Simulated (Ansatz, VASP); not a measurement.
# ZnCd3Te4: VASP beside Ansatz

Contents of INCAR:

```
SYSTEM = ZnCd3Te4
ALGO = Normal ; EDIFF = 1E-7
EDIFFG = -0.01 ; ENCUT = 450
GGA = PE ; GGA_COMPAT = .FALSE.
IBRION = 2 ; ISIF = 2
ISMEAR = 0 ; LASPH = .TRUE.
LCHARG = .FALSE. ; LREAL = .FALSE.
LWAVE = .FALSE. ; NELM = 120
NELMIN = 4 ; NSW = 50
PREC = Accurate ; SIGMA = 0.02
```

Contents of KPOINTS:

```
k-points
0
G
  4 4 4
  0 0 0
```

POSCAR

```
ZnCd3Te4
1.0
    6.7174588984      0.0000000000      0.0000000000
    0.0000000000      6.7174588984      0.0000000000
    0.0000000000      0.0000000000      6.7174588984
Zn Cd Te
1 3 4
Direct
    0.0000000000      0.0000000000      0.0000000000
    0.0000000000      0.5000000000      0.5000000000
    0.5000000000      0.0000000000      0.5000000000
    0.5000000000      0.5000000000      0.0000000000
    0.7599392814      0.7599392814      0.2400607186
    0.7599392814      0.2400607186      0.7599392814
    0.2400607186      0.7599392814      0.7599392814
    0.2400607186      0.2400607186      0.2400607186
```

Input for Ansatz:

```yaml
crystal:
  lattice:
    - [6.7174588984, 0.0, 0.0]
    - [0.0, 6.7174588984, 0.0]
    - [0.0, 0.0, 6.7174588984]
  atoms:
    - { symbol: Zn, position: [0.0, 0.0, 0.0] }
    - { symbol: Cd, position: [0.0, 0.5, 0.5] }
    - { symbol: Cd, position: [0.5, 0.0, 0.5] }
    - { symbol: Cd, position: [0.5, 0.5, 0.0] }
    - { symbol: Te, position: [0.7599392814, 0.7599392814, 0.2400607186] }
    - { symbol: Te, position: [0.7599392814, 0.2400607186, 0.7599392814] }
    - { symbol: Te, position: [0.2400607186, 0.7599392814, 0.7599392814] }
    - { symbol: Te, position: [0.2400607186, 0.2400607186, 0.2400607186] }
basis:
  ecutwfc: 420
kpoints:
  mp_grid: { grid: [4, 4, 4] }
hamiltonian:
  xc: pbe
scf:
  occupations: { method: gaussian, width: 0.02 }
output:
  forces: true
  stress: true
  eigenvalues: true
relax:
  adjacent_minimum: "off"
  f_tol: 0.01
  max_steps: 30
```

Alike in both runs: task relaxation of the atoms; functional PBE; k mesh 4 × 4 × 4; occupations gaussian, width 0.02 eV; no spin polarisation.

|  | VASP | Ansatz |
| --- | --- | --- |
| version | VASP 6.6.1 | Ansatz 0.2.0 |
| potentials or method | VASP PAW PBE potentials, release 64 (Zn, Cd, Te), cutoff 450 eV | scalar-relativistic, plane waves, PAW |
| valence electrons in the cell | 72 | 136 |

Ansatz gave:

* gap on the k mesh at the Fermi level, each at its own relaxed structure (eV): 0.37

Problem. Estimate VASP's values.

Solution. gap on the k mesh at the Fermi level, each at its own relaxed structure (eV): 0.36.

VASP's potentials hold 72 valence electrons a cell and Ansatz's 136, so a difference there can come from the potentials and not from the codes. Ansatz's warnings: stress scf threshold loose.

Spin-orbit coupling is off throughout. Noted on VASP's run: the relaxation stopped at its first step, so nothing moved.
